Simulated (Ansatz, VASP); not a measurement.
Two plane-wave programs on FeCo

```
CELL_PARAMETERS angstrom
2.91690 0.00000 0.00000
0.00000 2.91690 0.00000
0.00000 0.00000 2.91690
ATOMIC_POSITIONS crystal
Fe 0.00000 0.00000 0.00000
Co 0.50000 0.50000 0.50000
```

Change from the starting cell: species swapped into the BaHg type (Pm-3m, No. 221).

Alike in both runs: task relaxation of cell and atoms; functional PBE; k mesh 6 × 6 × 6; occupations gaussian, width 0.1 eV; collinear spin.

```csv
,VASP,Ansatz
version,VASP 6.6.1,Ansatz 0.2.0
potentials or method,"VASP PAW PBE potentials, release 64 (Fe, Co), cutoff 600 eV","scalar-relativistic, plane waves, PAW"
valence electrons in the cell,17,33
```

```tsv
	VASP	Ansatz	Ansatz less VASP
gap on the k mesh at the Fermi level, each at its own relaxed structure (eV)	none	none	-
net moment per atom (μB)	2.35	2.36	+0.006
size of the moment on the site where the two differ most (μB)	1.83	1.89	+0.063
relaxed volume (Å³/atom)	11.56	11.60	+0.032
relaxed length of the cell vector where the two differ most in proportion (Å)	2.849	2.852	+0.0026
```

Site moments also hang on the region over which each program counts them. A gap of «none» marks a metal or a gap that the smearing closes. VASP's potentials hold 17 valence electrons a cell and Ansatz's 33, so a difference there can come from the potentials and not from the codes.
